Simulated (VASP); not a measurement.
GaAs:

```
CELL_PARAMETERS angstrom
0.00000 2.83308 2.83308
2.83308 0.00000 2.83308
2.83308 2.83308 0.00000
ATOMIC_POSITIONS crystal
Ga 0.00000 0.00000 0.00000
As 0.25000 0.25000 0.25000
```

Base run:

| Item | Value |
| --- | --- |
| Program | VASP 6.6.1 |
| Functional | r2SCAN |
| Potentials or basis | VASP PAW PBE potentials, release 64 (Ga_d, As) |
| Cutoff | 520 eV |
| k mesh | 8 × 8 × 8 |
| Occupations | gaussian, width 0.01 eV |
| Spin | no spin polarisation |

Its results: band gap on the k mesh 0.94 eV, direct; pressure 0.1 GPa.

Task: The run is repeated on the same cell with these changes: functional from r2SCAN to LDA; potentials or basis from VASP PAW PBE potentials, release 64 (Ga_d, As) to VASP PAW LDA potentials, release 64 (Ga_d, As). What comes out?

Result: Band gap on the k mesh 0.28 eV, direct; pressure -2.1 GPa.

Caveats: the PAW data sets were made with another functional, which shifts forces and pressure a little (some runs).

A k mesh can miss the band edges.
